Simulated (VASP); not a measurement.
# I: relaxation of cell and atoms with PBE

I:

```
CELL_PARAMETERS angstrom
3.63503 -2.39502 0.00000
3.63503 2.39502 0.00000
0.00000 0.00000 9.79344
ATOMIC_POSITIONS crystal
I 0.64930 0.35070 0.38440
I 0.14930 0.85070 0.11560
I 0.35070 0.64930 0.61560
I 0.85070 0.14930 0.88440
```

```json
{"Program": "VASP 6.6.1", "Task": "relaxation of cell and atoms", "Functional": "PBE", "Potentials or basis": "VASP PAW PBE potentials, release 64 (I)", "Cutoff": "600 eV", "k mesh": "7 × 7 × 3", "Occupations": "fermi-dirac, width 0.05 eV", "Spin": "no spin polarisation", "Dipole correction": "no", "Further INCAR settings": "ALGO = Normal; EDIFF = 1e-06; IBRION = 2; EDIFFG = -0.01; NSW = 60; ISIF = 3"}
```

| Item | Value |
| --- | --- |
| Relaxed volume | 51.35 Å³/atom |
| Relaxed cell | a = 5.086 Å, b = 5.086 Å, c = 9.789 Å, α = 90.00°, β = 90.00°, γ = 54.20° |
| Space group after relaxing (to 0.1 Å) | Cmce (No. 64) |
| Energy gained by relaxing | 50.9 meV/atom |
| Ionic steps | 17 |
| Pressure after relaxing | 0.0 GPa |
| Largest force after relaxing | 0.006 eV/Å |
| Band gap on the k mesh | 1.06 eV (least direct gap 1.11 eV) |

Forces on the atoms (eV/Å):
```
I    0.000  0.005  0.004
I    0.000  0.005 -0.004
I    0.000 -0.005 -0.004
I    0.000 -0.005  0.004
```

Step by step:
```csv
step,energy change (eV),largest force (eV/Å),pressure (GPa),volume (Å³)
1,0.0000,0.8438,1.74,170.52
2,-0.0409,0.2820,-1.03,182.21
3,-0.0758,0.1372,-0.05,177.14
4,-0.1047,0.1176,-0.03,178.24
5,-0.1602,0.0612,0.20,181.27
6,-0.0981,0.3673,1.38,186.22
7,-0.1687,0.0893,0.42,182.64
8,-0.1748,0.1941,-0.28,189.22
9,-0.1762,0.1371,-0.08,187.15
10,-0.1874,0.1044,-0.08,191.04
11,-0.2016,0.0187,-0.05,200.73
12,-0.2030,0.0143,-0.03,204.22
13,-0.2031,0.0257,-0.02,205.43
14,-0.2035,0.0103,0.02,205.26
15,-0.2035,0.0066,0.03,205.22
16,-0.2032,0.0423,-0.09,205.91
17,-0.2035,0.0065,-0.01,205.40
```

Final structure:
```yaml
crystal:
  lattice:
    - [4.52800, -2.31687, 0.00000]
    - [4.52800, 2.31687, 0.00000]
    - [0.00000, 0.00000, 9.78933]
  atoms:
    - { symbol: I, position: [0.66019, 0.33981, 0.37806] }
    - { symbol: I, position: [0.16019, 0.83981, 0.12194] }
    - { symbol: I, position: [0.33981, 0.66019, 0.62194] }
    - { symbol: I, position: [0.83981, 0.16019, 0.87806] }
```

Levels at points of the mesh, in eV from the valence-band top:
```
           k point  band 11  band 12  band 13  band 14  band 15  band 16  band 17  band 18
(0.00, 0.00, 0.00)    -1.30    -0.78    -0.59     0.00     1.11     1.86     4.63     5.22
```

Wall time 22 min on 1 thread of Oxide Virtual Turin-like Processor (shared host), peak memory 0.34 GiB.

Caveat: the volume moved by over 15 % at a fixed basis, so the end points are rough; this functional lacks dispersion, which holds the molecules together, so the pressure and a relaxed volume are unreliable; spin-orbit coupling is left out, which moves the levels of the heavy elements. A k mesh can miss the band edges.
